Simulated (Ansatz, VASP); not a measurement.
# One calculation of MgAgC6N6, two programs

File INCAR:

```
ALGO = Normal
EDIFF = 1E-6
ENCUT = 520
GGA = PE
ISIF = 2
ISMEAR = 0
LASPH = True
LCHARG = True
LELF = True
LREAL = False
LVHAR = True
LWAVE = False
NBANDS = 46
NELM = 60
PREC = Accurate
SIGMA = 0.1
```

The input KPOINTS:

```
k-points
0
Gamma
  4 4 4
```

The input POSCAR:

```
MgAgC6N6
1.0
    0.0000000000      5.2670000000      5.2670000000
    5.2670000000      0.0000000000      5.2670000000
    5.2670000000      5.2670000000      0.0000000000
Mg Ag C N
1 1 6 6
Direct
    0.5000000000      0.5000000000      0.5000000000
    0.0000000000      0.0000000000      0.0000000000
    0.8080501200      0.1919498800      0.1919498800
    0.1919498800      0.8080501200      0.1919498800
    0.1919498800      0.1919498800      0.8080501200
    0.1919498800      0.8080501200      0.8080501200
    0.8080501200      0.1919498800      0.8080501200
    0.8080501200      0.8080501200      0.1919498800
    0.6969812000      0.3030188000      0.3030188000
    0.3030188000      0.6969812000      0.3030188000
    0.3030188000      0.3030188000      0.6969812000
    0.3030188000      0.6969812000      0.6969812000
    0.6969812000      0.3030188000      0.6969812000
    0.6969812000      0.6969812000      0.3030188000
```

Input for Ansatz:

```yaml
crystal:
  lattice:
    - [0.0, 5.267, 5.267]
    - [5.267, 0.0, 5.267]
    - [5.267, 5.267, 0.0]
  atoms:
    - { symbol: Mg, position: [0.5, 0.5, 0.5] }
    - { symbol: Ag, position: [0.0, 0.0, 0.0] }
    - { symbol: C, position: [0.80805012, 0.19194988, 0.19194988] }
    - { symbol: C, position: [0.19194988, 0.80805012, 0.19194988] }
    - { symbol: C, position: [0.19194988, 0.19194988, 0.80805012] }
    - { symbol: C, position: [0.19194988, 0.80805012, 0.80805012] }
    - { symbol: C, position: [0.80805012, 0.19194988, 0.80805012] }
    - { symbol: C, position: [0.80805012, 0.80805012, 0.19194988] }
    - { symbol: "N", position: [0.6969812, 0.3030188, 0.3030188] }
    - { symbol: "N", position: [0.3030188, 0.6969812, 0.3030188] }
    - { symbol: "N", position: [0.3030188, 0.3030188, 0.6969812] }
    - { symbol: "N", position: [0.3030188, 0.6969812, 0.6969812] }
    - { symbol: "N", position: [0.6969812, 0.3030188, 0.6969812] }
    - { symbol: "N", position: [0.6969812, 0.6969812, 0.3030188] }
basis:
  ecutwfc: 420
kpoints:
  mp_grid: { grid: [4, 4, 4] }
hamiltonian:
  xc: pbe
scf:
  occupations: { method: gaussian, width: 0.1 }
  lower_state_search: "off"
output:
  forces: true
  stress: true
  eigenvalues: true
```

Alike in both runs: task single point; functional PBE; k mesh 4 × 4 × 4; occupations gaussian, width 0.1 eV; no spin polarisation.

|  | VASP | Ansatz |
| --- | --- | --- |
| version | VASP 6.6.1 | Ansatz 0.2.0 |
| potentials or method | VASP PAW PBE potentials, release 64 (Mg, Ag, C, N), cutoff 520 eV | scalar-relativistic, plane waves, PAW |
| valence electrons in the cell | 67 | 83 |

Ansatz gave:

| Quantity | Value |
| --- | --- |
| gap on the k mesh at the Fermi level (eV) | none |
| pressure (GPa) | 3.8 |
| rms of the force components (eV/Å) | 1.157 |

Question: Estimate VASP's values.

Answer: gap on the k mesh at the Fermi level (eV): none; pressure (GPa): 4.1; rms of the force components (eV/Å): 0.936.

Atom by atom the forces differ by 0.224 eV/Å (rms over components). A gap of «none» marks a metal or a gap that the smearing closes. VASP's potentials hold 67 valence electrons a cell and Ansatz's 83, so a difference there can come from the potentials and not from the codes.

Noted on VASP's run: the standard files for N, O and F lose accuracy on very short bonds.
